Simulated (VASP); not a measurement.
# SiC (P6_3mc) in VASP: a series of runs

Runs on SiC. Level: PBE. Tasks: single point.

Program: VASP 6.6.1. These are calculated values, not measurements. Logs are shortened: lines on timing, memory, paths and dates and some standing lists are left out, and cuts for length are marked.

## 1. The cell of the first run

The structure is hexagonal, space group P6_3mc (No. 186). The conventional cell has a = 3.065 Å, b = 3.065 Å, c = 5.164 Å, α = 90.00°, β = 90.00°, γ = 120.00°. Within 2.3 Å of Si (site symmetry 3m) lie 4 C at 1.71 to 1.97 Å. Within 2.3 Å of C (site symmetry 3m) lie 4 Si at 1.71 to 1.97 Å.

## 2. Single point, PBE (c/a of the conventional cell at fixed volume 1.6847)

INCAR

```
SYSTEM = SiC
PREC = Accurate ; ENCUT = 520
EDIFF = 1E-6 ; ISMEAR = 0
SIGMA = 0.05 ; LREAL = .False.
LASPH = .True. ; NELM = 100
ALGO = Normal ; ISIF = 2
LWAVE = .False. ; LCHARG = .False.
GGA = PE ; NBANDS = 16
```

KPOINTS

```
regular mesh
0
Gamma
  12 12 6
  0 0 0
```

POSCAR

```
SiC
1.0
    3.0650400263      0.0000000000      0.0000000000
   -1.5325200132      2.6544025264      0.0000000000
    0.0000000000      0.0000000000      5.1636729323
Si C
2 2
Direct
    0.3333333333      0.6666666667      0.0045639005
    0.6666666667      0.3333333333      0.5045639005
    0.3333333333      0.6666666667      0.3356973251
    0.6666666667      0.3333333333      0.8356973251
```

Potentials or basis: VASP PAW PBE potentials, release 64 (Si, C).

Launch:

```bash
cat potpaw_PBE.64/Si/POTCAR potpaw_PBE.64/C/POTCAR > POTCAR
mpirun -np 1 vasp_std > vasp.out
```

OUTCAR:

```text
SYSTEM = SiC
   PREC = Accurate
   ENCUT = 520
   EDIFF = 1E-6
   ISMEAR = 0
   LREAL = .False.
   LASPH = .True.
   NELM = 100
   ISIF = 2
   GGA = PE

 ion  position               nearest neighbor table
   1  0.333  0.667  0.005-   3 1.71   4 1.97   4 1.97   4 1.97   2 3.13   2 3.13   2 3.13   2 3.13
                             2 3.13   2 3.13
   2  0.667  0.333  0.505-   4 1.71   3 1.97   3 1.97   3 1.97   1 3.13   1 3.13   1 3.13   1 3.13
                             1 3.13   1 3.13
   3  0.333  0.667  0.336-   1 1.71   2 1.97   2 1.97   2 1.97
   4  0.667  0.333  0.836-   2 1.71   1 1.97   1 1.97   1 1.97

  LATTYP: Found a hexagonal cell.
 ALAT       =     3.0650400263
 C/A-ratio  =     1.6847000000

  Lattice vectors:

 A1 = (   3.0650400263,   0.0000000000,   0.0000000000)
 A2 = (  -1.5325200132,   2.6544025264,   0.0000000000)
 A3 = (   0.0000000000,   0.0000000000,   5.1636729323)

Analysis of symmetry for initial positions (statically):
=====================================================================
 Subroutine PRICEL returns:
 Original cell was already a primitive cell.

 Routine SETGRP: Setting up the symmetry group for a
 hexagonal supercell.

 Subroutine GETGRP returns: Found 12 space group operations
 (whereof  6 operations were pure point group operations)
 out of a pool of 24 trial point group operations.

The static configuration has the point symmetry C_3v.
 The point group associated with its full space group is C_6v.

Analysis of symmetry for dynamics (positions and initial velocities):
=====================================================================
 Subroutine PRICEL returns:
 Original cell was already a primitive cell.

 Routine SETGRP: Setting up the symmetry group for a
 hexagonal supercell.

 Subroutine GETGRP returns: Found 12 space group operations
 (whereof  6 operations were pure point group operations)
 out of a pool of 24 trial point group operations.

The dynamic configuration has the point symmetry C_3v.
 The point group associated with its full space group is C_6v.

 Subroutine INISYM returns: Found 12 space group operations
 (whereof  6 operations are pure point group operations),
 and found     1 'primitive' translations

----------------------------------------------------------------------------------------

                                     Primitive cell

  volume of cell :      42.0109

  direct lattice vectors                    reciprocal lattice vectors
     3.065040026  0.000000000  0.000000000     0.326260013  0.188366307  0.000000000
    -1.532520013  2.654402526  0.000000000     0.000000000  0.376732613  0.000000000
     0.000000000  0.000000000  5.163672932     0.000000000  0.000000000  0.193660600

  length of vectors
     3.065040026  3.065040026  5.163672932     0.376732613  0.376732613  0.193660600

  position of ions in fractional coordinates (direct lattice)
     0.333333333  0.666666667  0.004563901
     0.666666667  0.333333333  0.504563901
     0.333333333  0.666666667  0.335697325
     0.666666667  0.333333333  0.835697325

  ion indices of the primitive-cell ions
   primitive index   ion index
                 1           1
                 2           2
                 3           3
                 4           4

----------------------------------------------------------------------------------------

 KPOINTS: regular mesh

Automatic generation of k-mesh.
 Grid dimensions read from file:
 generate k-points for:   12   12    6

 Generating k-lattice:

  Cartesian coordinates                     Fractional coordinates (reciprocal lattice)
     0.027188334  0.015697192  0.000000000     0.083333333 -0.000000000  0.000000000
     0.000000000  0.031394384  0.000000000     0.000000000  0.083333333  0.000000000
     0.000000000  0.000000000  0.032276767     0.000000000  0.000000000  0.166666667

  Length of vectors
     0.031394384  0.031394384  0.032276767

  Shift w.r.t. Gamma in fractional coordinates (k-lattice)
     0.000000000  0.000000000  0.000000000

 Subroutine IBZKPT returns following result:
 ===========================================

 Found     76 irreducible k-points:

 Following reciprocal coordinates:
            Coordinates               Weight
  0.000000  0.000000  0.000000      1.000000
  0.083333 -0.000000  0.000000      6.000000
  0.166667 -0.000000  0.000000      6.000000
  0.250000 -0.000000  0.000000      6.000000
  0.333333 -0.000000  0.000000      6.000000
  0.416667 -0.000000  0.000000      6.000000
[... 16 lines left out ...]
  0.250000 -0.000000  0.166667     12.000000
  0.333333 -0.000000  0.166667     12.000000
 [... further k-points ...]
   k-points           NKPTS =     76   k-points in BZ     NKDIM =     76   number of bands    NBANDS=     16
   number of dos      NEDOS =    301   number of ions     NIONS =      4
   total plane-waves  NPLWV =  23040
   dimension x,y,z NGX =    24 NGY =   24 NGZ =   40
[... 41 lines left out ...]
   AEXX    =    0.0000 exact exchange contribution
   IVDW    =     0    specifies the selected vdW correction
   LEPSILON=     F    determine dielectric tensor
   LRPA    =     F    only Hartree local field effects (RPA)
 non-spin polarized calculation
 Gauss-broadening in eV      SIGMA  =   0.05
  energy-cutoff  :      520.00
  volume of cell :       42.01
 maximum number of plane-waves:      1172
 NGX is ok and might be reduce to    24

 number of electron      15.9999999 magnetization

 Free energy of the ion-electron system (eV)
  ---------------------------------------------------
  ext. energy  EPLUGINS =         0.00000000
  ---------------------------------------------------
  free energy    TOTEN  =       -29.02445399 eV

  energy without entropy =      -29.02445399  energy(sigma->0) =      -29.02445399

 E-fermi :   8.9564     XC(G=0): -11.3006

 val. band max:        8.6779055182   @ k =   0.0000   0.0000   0.0000
 cond. band min:       9.2371080182   @ k =   0.3333   0.3333   0.0000
 fundamental gap:      0.5592025000
 Fermi energy:         8.9564362317

 k-point     1 :       0.0000    0.0000    0.0000
  band No.  band energies     occupation
      1      -7.3688      2.00000
      2      -3.7120      2.00000
      3      -1.4026      2.00000
      4       6.5416      2.00000
      5       7.3202      2.00000
      6       7.3202      2.00000
[... 8 lines left out ...]
     15      17.5436      0.00000
     16      18.1526      0.00000

 k-point     2 :       0.0833   -0.0000    0.0000
  band No.  band energies     occupation
      1      -7.2487      2.00000
      2      -3.6141      2.00000
      3      -1.2914      2.00000
      4       6.4359      2.00000
      5       6.6401      2.00000
      6       7.0967      2.00000
[... 8 lines left out ...]
     15      17.7459      0.00000
     16      18.2730      0.00000

 k-point     3 :       0.1667   -0.0000    0.0000
  band No.  band energies     occupation
      1      -6.8920      2.00000
      2      -3.3316      2.00000
      3      -0.9645      2.00000
      4       5.0708      2.00000
      5       6.2020      2.00000
      6       6.6001      2.00000
[... 8 lines left out ...]
     15      17.8596      0.00000
     16      18.2907      0.00000

 k-point     4 :       0.2500   -0.0000    0.0000
  band No.  band energies     occupation
      1      -6.3111      2.00000
      2      -2.9116      2.00000
      3      -0.4494      2.00000
      4       3.4216      2.00000
      5       5.4258      2.00000
      6       6.0680      2.00000
[... 8 lines left out ...]
     15      18.1863      0.00000
     16      19.3343      0.00000
[... 324 lines left out ...]
 k-point    22 :       0.1667   -0.0000    0.1667
  band No.  band energies     occupation
      1      -6.7626      2.00000
      2      -3.9352      2.00000
      3      -0.1846      2.00000
      4       5.1573      2.00000
      5       5.6632      2.00000
      6       6.6930      2.00000
[... 8 lines left out ...]
     15      18.1186      0.00000
     16      18.1883      0.00000

 k-point    23 :       0.2500   -0.0000    0.1667
  band No.  band energies     occupation
      1      -6.1842      2.00000
      2      -3.4583      2.00000
      3       0.2199      2.00000
      4       3.5856      2.00000
      5       4.8179      2.00000
      6       6.1682      2.00000
[... 8 lines left out ...]
     15      18.3946      0.00000
     16      19.1397      0.00000

 k-point    24 :       0.3333   -0.0000    0.1667
  band No.  band energies     occupation
      1      -5.4147      2.00000
      2      -2.9170      2.00000
      3       0.4837      2.00000
      4       2.4414      2.00000
      5       3.5724      2.00000
      6       5.6968      2.00000
[... 8 lines left out ...]
     15      19.1736      0.00000
     16      20.1978      0.00000

 [... further k-points ...]

------------------------ aborting loop because EDIFF is reached ----------------------------------------

  FORCE on cell =-STRESS in cart. coord.  units (eV):
  Direction    XX          YY          ZZ          XY          YZ          ZX
  --------------------------------------------------------------------------------------
  -------------------------------------------------------------------------------------
  Total       -0.4874141     -0.4874141      4.6620236      0.0000000      0.0000000     -0.0000000
  in kB      -18.5886151    -18.5886151    177.7965753      0.0000000      0.0000000     -0.0000000
  external PRESSURE =      46.8731151 kB  Pullay stress =       0.0000000 kB

 VOLUME and BASIS-vectors are now :
 -----------------------------------------------------------------------------
  energy-cutoff  :      520.00
  volume of cell :       42.01
      direct lattice vectors                 reciprocal lattice vectors
     3.065040026  0.000000000  0.000000000     0.326260013  0.188366307  0.000000000
    -1.532520013  2.654402526  0.000000000     0.000000000  0.376732613  0.000000000
     0.000000000  0.000000000  5.163672932     0.000000000  0.000000000  0.193660600

 POSITION                                       TOTAL-FORCE (eV/Angst)
 -----------------------------------------------------------------------------------
     -0.00000      1.76960      0.02357         0.000000     -0.000000     -5.522804
      1.53252      0.88480      2.60540         0.000000     -0.000000     -5.522804
     -0.00000      1.76960      1.73343         0.000000     -0.000000      5.522804
      1.53252      0.88480      4.31527        -0.000000      0.000000      5.522804
 -----------------------------------------------------------------------------------
    total drift:                               -0.000000     -0.000000     -0.000458

  FREE ENERGIE OF THE ION-ELECTRON SYSTEM (eV)
  ---------------------------------------------------
  free  energy   TOTEN  =       -29.0244539950 eV

  energy  without entropy=      -29.0244539950  energy(sigma->0) =      -29.02445399
```

Run time: 28 s. Hardware: 1 thread of Intel Xeon 6975P-C, shared host; peak memory 0.18 GiB.

What came out:

* Free energy: -29.0245 eV
* Pressure: 4.7 GPa
* Largest force: 5.523 eV/Å
* Band gap on the k mesh: 0.56 eV, indirect (least direct gap 3.53 eV)

Forces on the atoms (eV/Å):
```
Si   0.000  0.000 -5.523
Si   0.000  0.000 -5.523
C    0.000  0.000  5.523
C    0.000  0.000  5.523
```

Stress tensor (GPa, compression positive):
```
-1.86  0.00  0.00
 0.00 -1.86  0.00
 0.00  0.00 17.78
```

Caveat: forces of over 1 eV/Å act on the atoms, so gaps and moduli don't describe the material at rest. A k mesh can miss the band edges.

## 3. Single point, PBE (c/a of the conventional cell at fixed volume 1.5972)

INCAR

```
ALGO = Normal ; EDIFF = 1E-6
ENCUT = 520 ; GGA = PE
ISIF = 2 ; ISMEAR = 0
LASPH = True ; LCHARG = True
LELF = True ; LREAL = False
LVHAR = True ; LWAVE = False
NBANDS = 16 ; NELM = 80
PREC = Accurate ; SIGMA = 0.05
```

KPOINTS

```
k-points
0
Gamma
  12 12 6
```

POSCAR

```
SiC
1.0
    3.1200190218      0.0000000000      0.0000000000
   -1.5600095109      2.7020157332      0.0000000000
    0.0000000000      0.0000000000      4.9832943816
Si C
2 2
Direct
    0.3333333333      0.6666666667      0.0045639005
    0.6666666667      0.3333333333      0.5045639005
    0.3333333333      0.6666666667      0.4251748739
    0.6666666667      0.3333333333      0.9251748739
```

Potentials or basis: VASP PAW PBE potentials, release 64 (Si, C).

Launch:

```bash
cat potpaw_PBE.64/Si/POTCAR potpaw_PBE.64/C/POTCAR > POTCAR
mpirun -np 1 vasp_std > vasp.out
```

It took 29 s on 1 thread of Intel Xeon 6975P-C, shared host; peak memory 0.18 GiB.

Results (log left out):

```yaml
Free_energy: -29.5227 eV
Pressure: 1.5 GPa
Largest_force: 2.171 eV/Å
Band_gap_on_the_k_mesh: 1.20 eV, indirect (least direct gap 2.94 eV)
```

Forces in eV/Å, atoms in the order of the input:
```
Si   0.000  0.000  2.171
Si   0.000  0.000  2.171
C    0.000  0.000 -2.171
C    0.000  0.000 -2.171
```

Stress tensor (GPa, compression positive):
```
 2.57  0.00  0.00
 0.00  2.57  0.00
 0.00  0.00 -0.66
```

Levels at points of the mesh, in eV from the valence-band top:
```tsv
k point	band 6	band 7	band 8	band 9	band 10	band 11
(0.00, 0.00, 0.00)	-1.73	-1.73	0.00	2.94	4.99	5.14
(0.50, 0.00, 0.00)	-4.89	-3.68	-2.89	1.20	3.62	5.57
(0.00, 0.00, 0.50)	-2.42	-2.42	-2.42	4.14	4.14	5.77
(0.50, 0.00, 0.50)	-4.05	-2.71	-2.71	2.22	2.22	3.53
```

Caveat: forces of over 1 eV/Å act on the atoms, so gaps and moduli don't describe the material at rest. A k mesh can miss the band edges.

## 4. Single point, PBE (c/a of the conventional cell at fixed volume 1.5097)

INCAR

```
SYSTEM = SiC
PREC = Accurate
ENCUT = 520
EDIFF = 1E-6
ISMEAR = 0
SIGMA = 0.05
LREAL = .False.
LASPH = .True.
NELM = 80
ALGO = Normal
ISIF = 2
LWAVE = .False.
LCHARG = .True.
GGA = PE
LELF = .True.
LVHAR = .True.
NBANDS = 16
```

KPOINTS

```
Automatic mesh
0
Gamma
  12 12 6
  0 0 0
```

POSCAR

```
SiC
1.0
    3.1791678455      0.0000000000      0.0000000000
   -1.5895839227      2.7532401171      0.0000000000
    0.0000000000      0.0000000000      4.7995896963
Si C
2 2
Direct
    0.3333333333      0.6666666667      0.0045639005
    0.6666666667      0.3333333333      0.5045639005
    0.3333333333      0.6666666667      0.3655166051
    0.6666666667      0.3333333333      0.8655166051
```

Launch:

```bash
cat potpaw_PBE.64/Si/POTCAR potpaw_PBE.64/C/POTCAR > POTCAR
mpirun -np 1 vasp_std > vasp.out
```

It took 27 s on 1 thread of Intel Xeon 6975P-C, shared host; peak memory 0.18 GiB.

The run converged. Its results:

```yaml
Free_energy: -29.4684 eV
Pressure: 5.4 GPa
Largest_force: 3.162 eV/Å
Band_gap_on_the_k_mesh: 2.16 eV, indirect (least direct gap 3.04 eV)
```

Forces in eV/Å, atoms in the order of the input:
```
Si   0.000  0.000 -3.162
Si   0.000  0.000 -3.162
C    0.000  0.000  3.162
C    0.000  0.000  3.162
```

Stress tensor (GPa, compression positive):
```
-16.17   0.00   0.00
  0.00 -16.17   0.00
  0.00   0.00  48.54
```

Levels at points of the mesh, in eV from the valence-band top:
| k point | band 4 | band 5 | band 6 | band 7 | band 8 | band 9 | band 10 | band 11 | band 12 | band 13 |
| --- | --- | --- | --- | --- | --- | --- | --- | --- | --- | --- |
| (0.00, 0.00, 0.00) | -1.80 | -1.80 | -0.40 | 0.00 | 0.00 | 3.41 | 5.92 | 5.92 | 6.05 | 8.87 |
| (0.50, 0.00, 0.00) | -5.69 | -5.64 | -3.70 | -3.61 | -0.89 | 2.16 | 4.44 | 6.35 | 6.50 | 10.57 |
| (0.00, 0.00, 0.50) | -4.10 | -0.99 | -0.99 | -0.99 | -0.99 | 4.90 | 4.90 | 6.69 | 6.69 | 6.69 |
| (0.50, 0.00, 0.50) | -8.21 | -2.60 | -2.60 | -2.20 | -2.20 | 3.24 | 3.24 | 5.84 | 5.84 | 10.15 |

Caveat: forces of over 1 eV/Å act on the atoms, so gaps and moduli don't describe the material at rest. A k mesh can miss the band edges.

## 5. Single point, PBE (c/a of the conventional cell at fixed volume 1.6847)

INCAR

```
PREC = Accurate
ENCUT = 520
EDIFF = 1E-6
ISMEAR = 0
SIGMA = 0.05
LREAL = F
LASPH = T
NELM = 60
ALGO = Normal
ISIF = 2
LWAVE = F
LCHARG = F
GGA = PE
NBANDS = 16
```

KPOINTS

```
regular mesh
0
Gamma
  12 12 6
```

POSCAR

```
SiC
1.0
    3.0650400263      0.0000000000      0.0000000000
   -1.5325200132      2.6544025264      0.0000000000
    0.0000000000      0.0000000000      5.1636729323
Si C
2 2
Direct
    0.3333333333      0.6666666667      0.0045639005
    0.6666666667      0.3333333333      0.5045639005
    0.3333333333      0.6666666667      0.3655166051
    0.6666666667      0.3333333333      0.8655166051
```

Launch:

```bash
cat potpaw_PBE.64/Si/POTCAR potpaw_PBE.64/C/POTCAR > POTCAR
mpirun -np 1 vasp_std > vasp.out
```

Run time: 28 s. Hardware: 1 thread of Intel Xeon 6975P-C, shared host; peak memory 0.18 GiB.

The run converged. Its results:

```yaml
Free_energy: -30.0057 eV
Pressure: -0.1 GPa
Largest_force: 1.218 eV/Å
Band_gap_on_the_k_mesh: 1.64 eV, indirect (least direct gap 3.98 eV)
```

Forces in eV/Å, atoms in the order of the input:
```
Si   0.000  0.000 -1.218
Si   0.000  0.000 -1.218
C    0.000  0.000  1.218
C    0.000  0.000  1.218
```

Stress tensor (GPa, compression positive):
```
 2.13  0.00  0.00
 0.00  2.13  0.00
 0.00  0.00 -4.56
```

Levels at points of the mesh, in eV from the valence-band top:
| k point | band 6 | band 7 | band 8 | band 9 | band 10 | band 11 |
| --- | --- | --- | --- | --- | --- | --- |
| (0.00, 0.00, 0.00) | -0.90 | 0.00 | 0.00 | 4.89 | 5.38 | 6.55 |
| (0.50, 0.00, 0.00) | -3.77 | -3.28 | -1.23 | 2.76 | 3.57 | 6.51 |
| (0.00, 0.00, 0.50) | -0.68 | -0.68 | -0.68 | 5.88 | 5.88 | 7.25 |
| (0.50, 0.00, 0.50) | -2.88 | -2.44 | -2.44 | 2.84 | 2.84 | 5.03 |

Caveat: forces of over 1 eV/Å act on the atoms, so gaps and moduli don't describe the material at rest. A k mesh can miss the band edges.

## 6. Summary

```tsv
cell	gap on the mesh (eV)	pressure (GPa)	largest force (eV/Å)
a = 3.065, b = 3.065, c = 5.164 Å, angles 90.0, 90.0, 120.0°, 4 atoms	1.64	-0.1	1.22
a = 3.120, b = 3.120, c = 4.983 Å, angles 90.0, 90.0, 120.0°, 4 atoms	1.20	1.5	2.17
a = 3.179, b = 3.179, c = 4.800 Å, angles 90.0, 90.0, 120.0°, 4 atoms	2.16	5.4	3.16
```

Some of these runs hold the atoms at other places in the same cell, which the table doesn't show; runs alike in all that it shows share one row.

Alike in all rows: task single point; level PBE; potentials or basis VASP PAW PBE potentials, release 64 (Si, C); no spin polarisation; k mesh 12 × 12 × 6; cutoff (eV) 520; smearing gaussian 0.05 eV.

Caveats: forces of over 1 eV/Å act on the atoms, so gaps and moduli don't describe the material at rest.

Absolute energies hang on the potentials; compare differences alone.
